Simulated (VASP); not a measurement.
# TiAl (Cmmm) in VASP: notebook, part 2 of 2

VASP 6.6.1.

### Step 3. Single point, PBEsol (strain +0.0125 x Voigt [0, 0, 0, 0, 0, 1])

INCAR reads:

```
ALGO = Fast
EDIFF = 1E-7
ENCUT = 520
GGA = PS
ISIF = 2
ISMEAR = 0
LASPH = True
LCHARG = True
LELF = True
LREAL = False
LVHAR = True
LWAVE = False
NBANDS = 14
NELM = 80
PREC = Accurate
SIGMA = 0.15
```

KPOINTS reads:

```
k-points
0
Gamma
  20 20 20
```

POSCAR reads:

```
TiAl
1.0
    3.1564740774      0.0197279630      0.0000000000
    0.0197279630      3.1564740774      0.0000000000
    0.0000000000      0.0000000000      3.1564740774
Ti Al
1 1
Direct
    0.0000000000      0.0000000000      0.0000000000
    0.5000000000      0.5000000000      0.5000000000
```

Potentials or basis: VASP PAW PBE potentials, release 64 (Ti_sv, Al).

Command:

```sh
cat potpaw_PBE.64/Ti_sv/POTCAR potpaw_PBE.64/Al/POTCAR > POTCAR
mpirun -np 1 vasp_std > vasp.out
```

OUTCAR:

```text
EDIFF = 1E-7
   ENCUT = 520
   GGA = PS
   ISIF = 2
   ISMEAR = 0
   LASPH = True
   LREAL = False
   NELM = 80
   PREC = Accurate

 ion  position               nearest neighbor table
   1  0.000  0.000  0.000-   2 2.72   2 2.72   2 2.72   2 2.72   2 2.74   2 2.74   2 2.74   2 2.74

   2  0.500  0.500  0.500-   1 2.72   1 2.72   1 2.72   1 2.72   1 2.74   1 2.74   1 2.74   1 2.74

  LATTYP: Found a base centered orthorhombic cell.
 ALAT       =     4.4360288967
 B/A-ratio  =     1.0125786164
 C/A-ratio  =     0.7115539937

  Lattice vectors:

 A1 = (  -0.0197279630,  -3.1564740774,   0.0000000000)
 A2 = (   3.1564740774,   0.0197279630,   0.0000000000)
 A3 = (   0.0000000000,   0.0000000000,   3.1564740774)

Analysis of symmetry for initial positions (statically):
=====================================================================
 Subroutine PRICEL returns:
 Original cell was already a primitive cell.

 Routine SETGRP: Setting up the symmetry group for a
 base centered orthorhombic supercell.

 Subroutine GETGRP returns: Found  8 space group operations
 (whereof  8 operations were pure point group operations)
 out of a pool of  8 trial point group operations.

The static configuration has the point symmetry D_2h.

Analysis of symmetry for dynamics (positions and initial velocities):
=====================================================================
 Subroutine PRICEL returns:
 Original cell was already a primitive cell.

 Routine SETGRP: Setting up the symmetry group for a
 base centered orthorhombic supercell.

 Subroutine GETGRP returns: Found  8 space group operations
 (whereof  8 operations were pure point group operations)
 out of a pool of  8 trial point group operations.

The dynamic configuration has the point symmetry D_2h.

 Subroutine INISYM returns: Found  8 space group operations
 (whereof  8 operations are pure point group operations),
 and found     1 'primitive' translations

----------------------------------------------------------------------------------------

                                     Primitive cell

  volume of cell :      31.4478

  direct lattice vectors                    reciprocal lattice vectors
     3.156474077  0.019727963  0.000000000     0.316821567 -0.001980135  0.000000000
     0.019727963  3.156474077  0.000000000    -0.001980135  0.316821567  0.000000000
     0.000000000  0.000000000  3.156474077     0.000000000  0.000000000  0.316809191

  length of vectors
     3.156535727  3.156535727  3.156474077     0.316827755  0.316827755  0.316809191

  position of ions in fractional coordinates (direct lattice)
     0.000000000  0.000000000  0.000000000
     0.500000000  0.500000000  0.500000000

  ion indices of the primitive-cell ions
   primitive index   ion index
                 1           1
                 2           2

----------------------------------------------------------------------------------------

 KPOINTS: k-points

Automatic generation of k-mesh.
 Grid dimensions read from file:
 generate k-points for:   20   20   20

 Generating k-lattice:

  Cartesian coordinates                     Fractional coordinates (reciprocal lattice)
     0.015841078 -0.000099007  0.000000000     0.050000000  0.000000000  0.000000000
    -0.000099007  0.015841078  0.000000000     0.000000000  0.050000000  0.000000000
     0.000000000  0.000000000  0.015840460     0.000000000  0.000000000  0.050000000

  Length of vectors
     0.015841388  0.015841388  0.015840460

  Shift w.r.t. Gamma in fractional coordinates (k-lattice)
     0.000000000  0.000000000  0.000000000

 Subroutine IBZKPT returns following result:
 ===========================================

 Found   1221 irreducible k-points:

 Following reciprocal coordinates:
            Coordinates               Weight
  0.000000  0.000000  0.000000      1.000000
  0.050000  0.000000  0.000000      4.000000
  0.100000  0.000000  0.000000      4.000000
  0.150000  0.000000  0.000000      4.000000
  0.200000  0.000000  0.000000      4.000000
  0.250000 -0.000000  0.000000      4.000000
[... 16 lines left out ...]
 -0.400000  0.050000  0.000000      4.000000
 -0.350000  0.050000  0.000000      4.000000
 [... further k-points ...]
   k-points           NKPTS =   1221   k-points in BZ     NKDIM =   1221   number of bands    NBANDS=     14
   number of dos      NEDOS =    301   number of ions     NIONS =      2
   total plane-waves  NPLWV =  13824
   dimension x,y,z NGX =    24 NGY =   24 NGZ =   24
   dimension x,y,z NGXF=    48 NGYF=   48 NGZF=   48
   ions per type =               1   1
   NGX,Y,Z   is equivalent  to a cutoff of  12.64, 12.64, 12.64 a.u.
   NGXF,Y,Z  is equivalent  to a cutoff of  25.28, 25.28, 25.28 a.u.
 SYSTEM =  unknown system
   PREC   = accura    normal or accurate (medium, high low for compatibility)
   ISTART =      0    job   : 0-new  1-cont  2-samecut
   ICHARG =      2    charge: 1-file 2-atom 10-const
   ISPIN  =      1    spin polarized calculation?
   LNONCOLLINEAR =      F non collinear calculations
   LSORBIT =      F    spin-orbit coupling
   LASPH  =      T    aspherical Exc in radial PAW
   ENCUT  =  520.0 eV  38.22 Ry    6.18 a.u.   5.87  5.87  5.87*2*pi/ulx,y,z
   NELM   =     80;   NELMIN=  2; NELMDL= -5     # of ELM steps
   EDIFF  = 0.1E-06   stopping-criterion for ELM
   LREAL  =      F    real-space projection
   EDIFFG = 0.1E-05   stopping-criterion for IOM
   NSW    =      0    number of steps for IOM
   IBRION =     -1    ionic relax: 0-MD 1-quasi-New 2-CG
   NFREE  =      0    steps in history (QN), initial steepest desc. (CG)
   ISIF   =      2    stress and relaxation
   ISYM   =      2    0-nonsym 1-usesym 2-fastsym
   POTIM  = 0.5000    time-step for ionic-motion
   TEBEG  =    0.0;   TEEND  =   0.0 temperature during run
   PSTRESS=    0.0 pullay stress
   NELECT =      15.0000    total number of electrons
   NUPDOWN=      -1.0000    fix difference up-down
   EMIN   =  10.00;   EMAX   =-10.00  energy-range for DOS
   EFERMI =   0.00;   METHOD = LEGACY
   ISMEAR =     0;   SIGMA  =   0.15  broadening in eV -4-tet -1-fermi 0-gaus
   EFERMI_NEDOS =   21; number of points for ismear=-14 and -15
   IALGO  =     68    algorithm
   IMIX   =      4    mixing-type and parameters
     AMIX     =   0.40;   BMIX     =  1.00
     AMIX_MAG =   1.60;   BMIX_MAG =  1.00
  volume/ion in A,a.u.               =      15.72       106.11
  Fermi-wavevector in a.u.,A,eV,Ry     =   1.279112  2.417172 22.260877  1.636128
  Thomas-Fermi vector in A             =   2.411616
   LORBIT       =      0    0 simple, 1 ext, 2 COOP (PROOUT), +10 PAW based schemes
   GGA     = PS    functional components
   LHFCALC =     F    Hartree Fock is set to
   AEXX    =    0.0000 exact exchange contribution
   IVDW    =     0    specifies the selected vdW correction
   LEPSILON=     F    determine dielectric tensor
   LRPA    =     F    only Hartree local field effects (RPA)
 non-spin polarized calculation
 RMM-DIIS sequential band-by-band and
 Gauss-broadening in eV      SIGMA  =   0.15
  energy-cutoff  :      520.00
  volume of cell :       31.45
 maximum number of plane-waves:       872
   NGX = 11   NGY = 11   NGZ = 11

 number of electron      14.9999993 magnetization

 Free energy of the ion-electron system (eV)
  ---------------------------------------------------
  ext. energy  EPLUGINS =         0.00000000
  ---------------------------------------------------
  free energy    TOTEN  =       -12.97984983 eV

  energy without entropy =      -12.95255492  energy(sigma->0) =      -12.96620237

 E-fermi :   8.9019     XC(G=0): -11.2829

 val. band max:        8.9010743674   @ k =   0.1000   0.0500   0.4000
 cond. band min:       8.9028800414   @ k =  -0.4000   0.2000   0.3000
 fundamental gap:      0.0018056740
 Fermi energy:         8.9018933162

 k-point     1 :       0.0000    0.0000    0.0000
  band No.  band energies     occupation
      1     -47.7166      2.00000
      2     -24.0225      2.00000
      3     -24.0167      2.00000
      4     -24.0112      2.00000
      5      -0.4485      2.00000
      6       7.4169      2.00000
      7       7.4180      2.00000
      8      10.7149      0.00000
      9      10.7391      0.00000
     10      10.7666      0.00000
     11      13.4065      0.00000
     12      13.4250      0.00000
     13      13.4470      0.00000
     14      17.8728      0.00000
[... 377 lines left out ...]
      1     -47.7029      2.00000
      2     -24.1663      2.00000
      3     -24.0079      2.00000
      4     -24.0031      2.00000
      5       1.4768      2.00000
      6       5.3532      2.00000
      7       8.0979      2.00000
      8       9.2482      0.00109
      9       9.2970      0.00020
     10      10.8629      0.00000
     11      11.7876      0.00000
     12      15.6247      0.00000
     13      16.4948      0.00000
     14      16.5834      0.00000

 [... further k-points ...]
[... 5 lines left out ...]
  --------------------------------------------------------------------------------------
  -------------------------------------------------------------------------------------
  Total        0.0173282      0.0173282      0.0224769     -0.1818152      0.0000000      0.0000000
  in kB        0.8828247      0.8828247      1.1451352     -9.2629873      0.0000000      0.0000000
  external PRESSURE =       0.9702615 kB  Pullay stress =       0.0000000 kB

 VOLUME and BASIS-vectors are now :
 -----------------------------------------------------------------------------
  energy-cutoff  :      520.00
  volume of cell :       31.45
      direct lattice vectors                 reciprocal lattice vectors
     3.156474077  0.019727963  0.000000000     0.316821567 -0.001980135  0.000000000
     0.019727963  3.156474077  0.000000000    -0.001980135  0.316821567  0.000000000
     0.000000000  0.000000000  3.156474077     0.000000000  0.000000000  0.316809191

 POSITION                                       TOTAL-FORCE (eV/Angst)
 -----------------------------------------------------------------------------------
      0.00000      0.00000      0.00000         0.000000     -0.000000      0.000000
      1.58810      1.58810      1.57824        -0.000000      0.000000      0.000000
 -----------------------------------------------------------------------------------
    total drift:                               -0.000000      0.000000      0.000000

  FREE ENERGIE OF THE ION-ELECTRON SYSTEM (eV)
  ---------------------------------------------------
  free  energy   TOTEN  =       -12.9798498271 eV

  energy  without entropy=      -12.9525549196  energy(sigma->0) =      -12.96620237
```

It took 23 min on 1 thread of Intel Xeon 8259CL, shared host; peak memory 0.63 GiB.

Results:

```
Free energy            : -12.9798 eV
Pressure               : 0.1 GPa
Band gap on the k mesh : zero (an odd number of electrons rules out a gap without spin polarisation)
```

Levels at points of the mesh, in eV from the Fermi level:
| k point | band 3 | band 4 | band 5 | band 6 | band 7 | band 8 | band 9 | band 10 | band 11 | band 12 |
| --- | --- | --- | --- | --- | --- | --- | --- | --- | --- | --- |
| (0.00, 0.00, 0.00) | -32.92 | -32.91 | -9.35 | -1.48 | -1.48 | 1.81 | 1.84 | 1.86 | 4.50 | 4.52 |
| (0.50, 0.00, 0.00) | -32.90 | -32.90 | -6.04 | -5.25 | -0.57 | 0.14 | 0.14 | 2.05 | 3.10 | 6.56 |
| (0.50, 0.50, 0.00) | -33.08 | -32.89 | -5.06 | -2.16 | -2.01 | -1.50 | 0.70 | 0.71 | 2.84 | 4.82 |
| (0.00, 0.00, 0.50) | -32.91 | -32.90 | -6.04 | -5.25 | -0.57 | 0.10 | 0.19 | 2.05 | 3.10 | 6.56 |
| (0.50, 0.00, 0.50) | -33.08 | -32.89 | -5.06 | -2.09 | -2.09 | -1.50 | 0.70 | 0.70 | 2.84 | 4.84 |
| (0.50, 0.50, 0.50) | -33.06 | -33.05 | -3.18 | -3.16 | -3.13 | 0.78 | 2.89 | 2.90 | 2.90 | 2.98 |

Caveat: the cell differs from its parent crystal (strain +0.0125 x Voigt [0, 0, 0, 0, 0, 1]); the PAW data sets were made with another functional, which shifts forces and pressure a little.
